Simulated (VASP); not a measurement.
A run of VASP 6.6.1 is set up as follows.

POSCAR

```
CdF2
1.0
    0.0000000000      2.7005188900      2.7005188900
    2.7005188900      0.0000000000      2.7005188900
    2.7005188900      2.7005188900      0.0000000000
Cd F
1 2
Direct
    0.0000000000      0.0000000000      0.0000000000
    0.2500000000      0.2500000000      0.2500000000
    0.7500000000      0.7500000000      0.7500000000
```

File INCAR.step1:

```
PREC = Accurate
ENCUT = 600
ISMEAR = 0
SIGMA = 0.02
LREAL = False
LASPH = True
NELM = 100
GGA = PE
ALGO = Normal
EDIFF = 1E-4
LWAVE = True
LCHARG = False
```

The input INCAR.step2:

```
PREC = Accurate
ENCUT = 600
EDIFF = 1E-7
ISMEAR = 0
SIGMA = 0.02
LREAL = False
LASPH = True
NELM = 100
ALGO = Normal
ISIF = 3
LWAVE = False
LCHARG = False
METAGGA = R2SCAN
LMIXTAU = True
IBRION = 2
NSW = 100
EDIFFG = -0.005
ISTART = 1
```

KPOINTS

```
Automatic mesh
0
Gamma
  8 8 8
```

Potentials or basis: VASP PAW PBE potentials, release 64 (Cd, F).

The run is started by

```sh
$ cat potpaw_PBE.64/Cd/POTCAR potpaw_PBE.64/F/POTCAR > POTCAR
$ cp INCAR.step1 INCAR
$ mpirun -np 1 vasp_std > vasp.out
$ cp INCAR.step2 INCAR
$ mpirun -np 1 vasp_std > vasp.out
```

(1) What does it give for the band gap on the k mesh?

## Answers

(1) 3.73 eV (least direct gap 4.24 eV).

Caveat: the relaxation stopped at its first step, so nothing moved.
